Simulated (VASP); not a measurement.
The system is LiC3.

```
CELL_PARAMETERS angstrom
4.25395 0.00000 0.00000
-2.12697 3.68403 0.00000
0.00000 0.00000 2.48095
ATOMIC_POSITIONS crystal
Li 0.33333 0.66667 0.50000
Li 0.66667 0.33333 0.50000
C 0.33333 0.33333 0.00000
C 0.00000 0.66667 0.00000
C 0.66667 0.00000 0.00000
C 0.00000 0.33333 0.00000
C 0.66667 0.66667 0.00000
C 0.33333 0.00000 0.00000
```

```yaml
Program: VASP 6.6.1
Task: relaxation of cell and atoms
Functional: PBE
Potentials_or_basis: VASP PAW PBE potentials, release 64 (Li_sv, C_h)
Cutoff: 1300 eV
k_mesh: 6 × 6 × 8
Occupations: gaussian, width 0.1 eV
Spin: no spin polarisation
```

At the start: pressure 101.8 GPa; volume 4.86 Å³/atom.

**Question.** How do energy, volume and symmetry change on relaxing?

**Answer.** Over 9 steps the energy falls by 788.8 meV/atom and the volume is 7.37 Å³/atom (+51.7 %); space group P6/mmm (No. 191, to 0.1 Å) before and after.

Step by step:
```tsv
step	energy change (eV)	largest force (eV/Å)	pressure (GPa)	volume (Å³)
1	0.0000	1.2018	101.76	38.88
2	-3.6335	1.4791	-27.35	58.75
3	-4.0111	1.3896	-8.30	52.37
4	-6.0614	0.7761	7.67	54.62
5	-6.0784	1.4984	11.74	54.89
6	-6.0198	2.4200	4.51	60.15
7	-6.2707	0.4155	7.13	57.31
8	-6.2737	0.3164	-6.53	60.64
9	-6.3107	0.0185	-0.16	58.97
```

Final structure:
```xyz
8
Lattice="4.3966 0.0000 0.0000 -2.1983 3.8075 0.0000 0.0000 0.0000 3.5228" Properties=species:S:1:pos:R:3 pbc="T T T"
Li    0.0000    2.5384    1.7614
Li    2.1983    1.2692    1.7614
C     0.7305    1.2652    0.0000
C    -1.4678    2.5423    0.0000
C     0.7373    3.8075    0.0000
C     3.6661    1.2652    0.0000
C     1.4678    2.5423    0.0000
C     1.4609    0.0000    0.0000
```

Caveat: the volume moved by over 15 % at a fixed basis, so the end points are rough.
